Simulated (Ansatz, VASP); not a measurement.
**Two plane-wave programs on K4Mg3MnF12**

INCAR

```
  PREC = Accurate
  ENCUT = 520
  EDIFF = 1E-6
  ISMEAR = 0
  SIGMA = 0.05
  LREAL = Auto
  LASPH = T
  NELM = 150
  ALGO = Normal
  ISIF = 2
  LWAVE = F
  LCHARG = F
  LMAXMIX = 4
  LDAU = T
  LDAUTYPE = 2
  LDAUL = -1 2 -1 -1
  LDAUU = 0 3.5 0 0
  LDAUJ = 0 0 0 0
  LDAUPRINT = 1
  GGA = PS
  NBANDS = 86
```

The input KPOINTS:

```
Automatic mesh
0
Gamma
  3 3 2
```

The input POSCAR:

```
K4Mg3MnF12
1.0
    3.9897000000      3.9897000000      0.0000000000
   -3.9897000000      3.9897000000      0.0000000000
    0.0000000000      0.0000000000      7.9794000000
K Mn Mg F
4 1 3 12
Direct
    0.5000000000      0.0000000000      0.2525222559
    0.5000000000      0.0000000000      0.7474777441
    0.0000000000      0.5000000000      0.2525222559
    0.0000000000      0.5000000000      0.7474777441
    0.0000000000      0.0000000000      1.0000000000
    0.0000000000      0.0000000000      0.5000000000
    0.5000000000      0.5000000000      1.0000000000
    0.5000000000      0.5000000000      0.5000000000
    0.2579598194      0.7420401806      1.0000000000
    0.2504529799      0.7495470201      0.5000000000
    0.7420401806      0.2579598194      1.0000000000
    0.7495470201      0.2504529799      0.5000000000
    0.2579598194      0.2579598194      1.0000000000
    0.2504529799      0.2504529799      0.5000000000
    0.7420401806      0.7420401806      1.0000000000
    0.7495470201      0.7495470201      0.5000000000
    0.0000000000      0.0000000000      0.2589899289
    0.0000000000      0.0000000000      0.7410100711
    0.5000000000      0.5000000000      0.2516091629
    0.5000000000      0.5000000000      0.7483908371
```

Input for Ansatz:

```yaml
crystal:
  lattice:
    - [3.9897, 3.9897, 0.0]
    - [-3.9897, 3.9897, 0.0]
    - [0.0, 0.0, 7.9794]
  atoms:
    - { symbol: K, position: [0.5, 0.0, 0.2525222559] }
    - { symbol: K, position: [0.5, 0.0, 0.7474777441] }
    - { symbol: K, position: [0.0, 0.5, 0.2525222559] }
    - { symbol: K, position: [0.0, 0.5, 0.7474777441] }
    - { symbol: Mn, position: [0.0, 0.0, 1.0] }
    - { symbol: Mg, position: [0.0, 0.0, 0.5] }
    - { symbol: Mg, position: [0.5, 0.5, 1.0] }
    - { symbol: Mg, position: [0.5, 0.5, 0.5] }
    - { symbol: F, position: [0.2579598194, 0.7420401806, 1.0] }
    - { symbol: F, position: [0.2504529799, 0.7495470201, 0.5] }
    - { symbol: F, position: [0.7420401806, 0.2579598194, 1.0] }
    - { symbol: F, position: [0.7495470201, 0.2504529799, 0.5] }
    - { symbol: F, position: [0.2579598194, 0.2579598194, 1.0] }
    - { symbol: F, position: [0.2504529799, 0.2504529799, 0.5] }
    - { symbol: F, position: [0.7420401806, 0.7420401806, 1.0] }
    - { symbol: F, position: [0.7495470201, 0.7495470201, 0.5] }
    - { symbol: F, position: [0.0, 0.0, 0.2589899289] }
    - { symbol: F, position: [0.0, 0.0, 0.7410100711] }
    - { symbol: F, position: [0.5, 0.5, 0.2516091629] }
    - { symbol: F, position: [0.5, 0.5, 0.7483908371] }
basis:
  ecutwfc: 420
  ecutrho_ratio: 4
kpoints:
  mp_grid: { grid: [3, 3, 2] }
hamiltonian:
  xc: pbesol
  hubbard: { sites: [{ site: 4, l: d, u_eff: 3.5 }] }
scf:
  occupations: { method: gaussian, width: 0.05 }
  lower_state_search: "off"
  max_iter: 150
output:
  forces: true
  stress: true
  eigenvalues: true
  populations: true
  hubbard: { sites: [{ site: 4, l: d }] }
```

Alike in both runs: task single point; functional PBEsol; k mesh 3 × 3 × 2; occupations gaussian, width 0.05 eV; no spin polarisation; Hubbard terms Mn d U = 3.5 eV.

|  | VASP | Ansatz |
| --- | --- | --- |
| version | VASP 6.6.1 | Ansatz 0.2.0 |
| potentials or method | VASP PAW PBE potentials, release 64 (K_sv, Mn_pv, Mg, F), cutoff 520 eV | scalar-relativistic, plane waves, PAW |
| valence electrons in the cell | 139 | 165 |

VASP gave:

```
gap on the k mesh at the Fermi level (eV)                     : none
pressure (GPa)                                                : -0.2
traceless stress, the component that is largest in VASP (GPa) : 0.82
rms of the force components (eV/Å)                            : 0.311
```

Question: What did Ansatz give for the same quantities?

Answer: gap on the k mesh at the Fermi level (eV): none; pressure (GPa): -0.1; traceless stress, the component that is largest in VASP (GPa): 0.94; rms of the force components (eV/Å): 0.346.

VASP's potentials were made for PBE, not for PBEsol. The programs project onto different local orbitals, so the same U acts differently, and such runs can settle in different states. Atom by atom the forces differ by 0.035 eV/Å (rms over components). A gap of «none» marks a metal or a gap that the smearing closes. VASP's potentials hold 139 valence electrons a cell and Ansatz's 165, so a difference there can come from the potentials and not from the codes. Ansatz's warnings: filled band counts differ across k points.

The k mesh is coarse, so the values compare programs but aren't converged.
